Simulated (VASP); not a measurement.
A run of VASP 6.6.1 is set up as follows.

The input INCAR:

```
ALGO = Fast
EDIFF = 1E-7
ENCUT = 520
GGA = PE
ISIF = 2
ISMEAR = 0
LASPH = True
LCHARG = False
LREAL = False
LWAVE = False
NBANDS = 22
NELM = 100
PREC = Accurate
SIGMA = 0.15
```

The input KPOINTS:

```
k-points
0
Gamma
  21 21 12
```

Contents of POSCAR:

```
Rh
1.0
    2.5911192509      0.0000000000      0.0000000000
   -1.2955596255      2.2439750955      0.0000000000
    0.0000000000      0.0000000000      4.7041770000
Rh
2
Direct
    0.6666666667      0.3333333333      0.7500000000
    0.3333333333      0.6666666667      0.2500000000
```

Potentials or basis: VASP PAW PBE potentials, release 64 (Rh_pv).

The run is started by

```bash
$ cat potpaw_PBE.64/Rh_pv/POTCAR > POTCAR
$ mpirun -np 1 vasp_std > vasp.out
```

(1) Predict the band gap on the k mesh.

(2) Predict the pressure.

Results:

(1) zero (bands 15 and 16 overlap by 2.73 eV).

(2) 12.5 GPa.

Caveat: the cell stands under pressure.
